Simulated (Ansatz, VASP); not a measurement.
**Two plane-wave programs on Te**

```
CELL_PARAMETERS angstrom
5.20770 0.00000 0.00000
-2.60385 4.51000 0.00000
0.00000 0.00000 5.98176
ATOMIC_POSITIONS crystal
Te 0.00000 0.00000 0.25000
Te 0.00000 0.00000 0.75000
Te 0.33333 0.66667 0.75000
Te 0.66667 0.33333 0.25000
```

Alike in both runs: task relaxation of cell and atoms; functional PBEsol; k mesh 12 × 12 × 8; occupations gaussian, width 0.1 eV; no spin polarisation.

|  | VASP | Ansatz |
| --- | --- | --- |
| version | VASP 6.6.1 | Ansatz 0.2.0 |
| potentials or method | VASP PAW PBE potentials, release 64 (Te), cutoff 600 eV | scalar-relativistic, plane waves, PAW |
| valence electrons in the cell | 24 | 64 |

```csv
,VASP,Ansatz,Ansatz less VASP
"gap on the k mesh at the Fermi level, each at its own relaxed structure (eV)",none,none,-
relaxed volume (Å³/atom),35.44,35.42,-0.020
relaxed length of the cell vector where the two differ most in proportion (Å),6.150,6.145,-0.0052
```

VASP's potentials were made for PBE, not for PBEsol. A gap of «none» marks a metal or a gap that the smearing closes. VASP's potentials hold 24 valence electrons a cell and Ansatz's 64, so a difference there can come from the potentials and not from the codes.

Neither program's run includes spin-orbit coupling. Noted on VASP's run: too few bands were computed for a metal, which touches its energy and stress.
